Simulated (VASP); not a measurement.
# ZrO2 (Fm-3m) in VASP: single point with PBE

Aim: the single point of ZrO2 with PBE.

Everything below comes from runs of VASP 6.6.1. Logs are shortened: lines on timing, memory, paths and dates and some standing lists are left out, and cuts for length are marked.

### 1 The cell of the first run

The structure is cubic, space group Fm-3m (No. 225). The conventional cell has a = 5.070 Å, b = 5.070 Å, c = 5.070 Å, α = 90.00°, β = 90.00°, γ = 90.00°. Within 2.9 Å of Zr (site symmetry m-3m) lie 8 O at 2.20 Å. O (site symmetry -43m) has 4 Zr at 2.20 Å and 6 O at 2.54 Å within 2.9 Å.

### 2 Single point, PBE

INCAR reads:

```
SYSTEM = ZrO2
PREC     = Accurate       ! precision mode
ENCUT    = 600            ! plane-wave cutoff, eV
EDIFF    = 1E-6           ! SCF threshold, eV
ISMEAR   = -1             ! smearing method
SIGMA    = 0.02           ! smearing width, eV
LREAL    = .False.        ! projectors in reciprocal space
LASPH    = .True.         ! aspherical terms in the spheres
NELM     = 120            ! most SCF steps
ALGO     = Normal         ! electronic algorithm
ISIF     = 2              ! what is computed and relaxed
LWAVE    = .False.        ! write WAVECAR
LCHARG   = .False.        ! write CHGCAR
GGA      = PE             ! functional
NBANDS   = 19             ! bands
GGA_COMPAT= .False.
```

KPOINTS reads:

```
Automatic mesh
0
Gamma
  9 9 9
  0 0 0
```

POSCAR reads:

```
ZrO2
1.0
    0.0000000000      2.5350000000      2.5350000000
    2.5350000000      0.0000000000      2.5350000000
    2.5350000000      2.5350000000      0.0000000000
Zr O
1 2
Direct
    0.0000000000      0.0000000000      0.0000000000
    0.2500000000      0.2500000000      0.2500000000
    0.7500000000      0.7500000000      0.7500000000
```

Potentials or basis: VASP PAW PBE potentials, release 64 (Zr_sv, O).

Started as:

```
$ cat potpaw_PBE.64/Zr_sv/POTCAR potpaw_PBE.64/O/POTCAR > POTCAR
$ mpirun -np 1 vasp_std > vasp.out
```

OUTCAR:

```text
SYSTEM = ZrO2
   PREC = Accurate
   ENCUT = 600
   EDIFF = 1E-6
   ISMEAR = -1
   LREAL = .False.
   LASPH = .True.
   NELM = 120
   ISIF = 2
   GGA = PE

 ion  position               nearest neighbor table
   1  0.000  0.000  0.000-   3 2.20   3 2.20   3 2.20   2 2.20   3 2.20   2 2.20   2 2.20   2 2.20

   2  0.250  0.250  0.250-   1 2.20   1 2.20   1 2.20   1 2.20
   3  0.750  0.750  0.750-   1 2.20   1 2.20   1 2.20   1 2.20

  LATTYP: Found a face centered cubic cell.
 ALAT       =     5.0700000000

  Lattice vectors:

 A1 = (   0.0000000000,   2.5350000000,   2.5350000000)
 A2 = (   2.5350000000,   0.0000000000,   2.5350000000)
 A3 = (   2.5350000000,   2.5350000000,   0.0000000000)

Analysis of symmetry for initial positions (statically):
=====================================================================
 Subroutine PRICEL returns:
 Original cell was already a primitive cell.

 Routine SETGRP: Setting up the symmetry group for a
 face centered cubic supercell.

 Subroutine GETGRP returns: Found 48 space group operations
 (whereof 48 operations were pure point group operations)
 out of a pool of 48 trial point group operations.

The static configuration has the point symmetry O_h .

Analysis of symmetry for dynamics (positions and initial velocities):
=====================================================================
 Subroutine PRICEL returns:
 Original cell was already a primitive cell.

 Routine SETGRP: Setting up the symmetry group for a
 face centered cubic supercell.

 Subroutine GETGRP returns: Found 48 space group operations
 (whereof 48 operations were pure point group operations)
 out of a pool of 48 trial point group operations.

The dynamic configuration has the point symmetry O_h .

 Subroutine INISYM returns: Found 48 space group operations
 (whereof 48 operations are pure point group operations),
 and found     1 'primitive' translations

----------------------------------------------------------------------------------------

                                     Primitive cell

  volume of cell :      32.5810

  direct lattice vectors                    reciprocal lattice vectors
     0.000000000  2.535000000  2.535000000    -0.197238659  0.197238659  0.197238659
     2.535000000  0.000000000  2.535000000     0.197238659 -0.197238659  0.197238659
     2.535000000  2.535000000  0.000000000     0.197238659  0.197238659 -0.197238659

  length of vectors
     3.585031381  3.585031381  3.585031381     0.341627378  0.341627378  0.341627378

  position of ions in fractional coordinates (direct lattice)
     0.000000000  0.000000000  0.000000000
     0.250000000  0.250000000  0.250000000
     0.750000000  0.750000000  0.750000000
[... 74 lines left out ...]
   LSORBIT =      F    spin-orbit coupling
   LASPH  =      T    aspherical Exc in radial PAW
   ENCUT  =  600.0 eV  44.10 Ry    6.64 a.u.   7.16  7.16  7.16*2*pi/ulx,y,z
   NELM   =    120;   NELMIN=  2; NELMDL= -5     # of ELM steps
   EDIFF  = 0.1E-05   stopping-criterion for ELM
   LREAL  =      F    real-space projection
[... 7 lines left out ...]
   TEBEG  =    0.0;   TEEND  =   0.0 temperature during run
   PSTRESS=    0.0 pullay stress
   NELECT =      24.0000    total number of electrons
   NUPDOWN=      -1.0000    fix difference up-down
   EMIN   =  10.00;   EMAX   =-10.00  energy-range for DOS
   EFERMI =   0.00;   METHOD = LEGACY
   ISMEAR =    -1;   SIGMA  =   0.02  broadening in eV -4-tet -1-fermi 0-gaus
   EFERMI_NEDOS =   21; number of points for ismear=-14 and -15
   IALGO  =     38    algorithm
   IMIX   =      4    mixing-type and parameters
     AMIX     =   0.40;   BMIX     =  1.00
     AMIX_MAG =   1.60;   BMIX_MAG =  1.00
  volume/ion in A,a.u.               =      10.86        73.29
  Fermi-wavevector in a.u.,A,eV,Ry     =   1.478509  2.793977 29.742181  2.185989
  Thomas-Fermi vector in A             =   2.592781
   LORBIT       =      0    0 simple, 1 ext, 2 COOP (PROOUT), +10 PAW based schemes
   GGA     = PE    functional components
   LHFCALC =     F    Hartree Fock is set to
   AEXX    =    0.0000 exact exchange contribution
   IVDW    =     0    specifies the selected vdW correction
   LEPSILON=     F    determine dielectric tensor
   LRPA    =     F    only Hartree local field effects (RPA)
 non-spin polarized calculation
  energy-cutoff  :      600.00
  volume of cell :       32.58
 maximum number of plane-waves:      1100
 NGX is ok and might be reduce to    30
   NGX = 15   NGY = 15   NGZ = 15

 number of electron      23.9999997 magnetization

 Free energy of the ion-electron system (eV)
  ---------------------------------------------------
  ext. energy  EPLUGINS =         0.00000000
  ---------------------------------------------------
  free energy    TOTEN  =       -28.55182799 eV

  energy without entropy =      -28.55182799  energy(sigma->0) =      -28.55182799

 E-fermi :   7.7821     XC(G=0): -11.8462

 val. band max:        7.3047504020   @ k =  -0.4444   0.4444   0.0000
 cond. band min:      10.7423826415   @ k =   0.0000   0.0000   0.0000
 fundamental gap:      3.4376322395
 Fermi energy:         7.7820795844

 k-point     1 :       0.0000    0.0000    0.0000
  band No.  band energies     occupation
      1     -40.6761      2.00000
      2     -18.4979      2.00000
      3     -18.4979      2.00000
      4     -18.4979      2.00000
      5     -10.8966      2.00000
      6      -8.2964      2.00000
[... 505 lines left out ...]
      6      -8.7847      2.00000
[... 11 lines left out ...]
     18      19.6560      0.00000
     19      22.4415      0.00000

 [... further k-points ...]

------------------------ aborting loop because EDIFF is reached ----------------------------------------

  FORCE on cell =-STRESS in cart. coord.  units (eV):
  Direction    XX          YY          ZZ          XY          YZ          ZX
  --------------------------------------------------------------------------------------
  -------------------------------------------------------------------------------------
  Total        1.3938471      1.3938471      1.3938471      0.0000000      0.0000000      0.0000000
  in kB       68.5427999     68.5427999     68.5427999      0.0000000      0.0000000      0.0000000
  external PRESSURE =      68.5427999 kB  Pullay stress =       0.0000000 kB

 VOLUME and BASIS-vectors are now :
 -----------------------------------------------------------------------------
  energy-cutoff  :      600.00
  volume of cell :       32.58
      direct lattice vectors                 reciprocal lattice vectors
     0.000000000  2.535000000  2.535000000    -0.197238659  0.197238659  0.197238659
     2.535000000  0.000000000  2.535000000     0.197238659 -0.197238659  0.197238659
     2.535000000  2.535000000  0.000000000     0.197238659  0.197238659 -0.197238659

 POSITION                                       TOTAL-FORCE (eV/Angst)
 -----------------------------------------------------------------------------------
      0.00000      0.00000      0.00000        -0.000000     -0.000000     -0.000000
      1.26750      1.26750      1.26750         0.000000      0.000000      0.000000
      3.80250      3.80250      3.80250         0.000000      0.000000      0.000000
 -----------------------------------------------------------------------------------
    total drift:                                0.000000     -0.000000      0.000000

  FREE ENERGIE OF THE ION-ELECTRON SYSTEM (eV)
  ---------------------------------------------------
  free  energy   TOTEN  =       -28.5518279898 eV

  energy  without entropy=      -28.5518279898  energy(sigma->0) =      -28.55182799
```

Run time: 33 s. Hardware: 1 thread of Intel Xeon Platinum 8375C at 2.90GHz (Ice Lake), shared host; peak memory 0.18 GiB.

Results:

* Free energy: -28.5518 eV
* Pressure: 6.9 GPa
* Band gap on the k mesh: 3.44 eV (least direct gap 3.92 eV)

Caveat: the cell stands under pressure; an odd mesh through Γ misses points on the zone boundary, where band edges can lie.
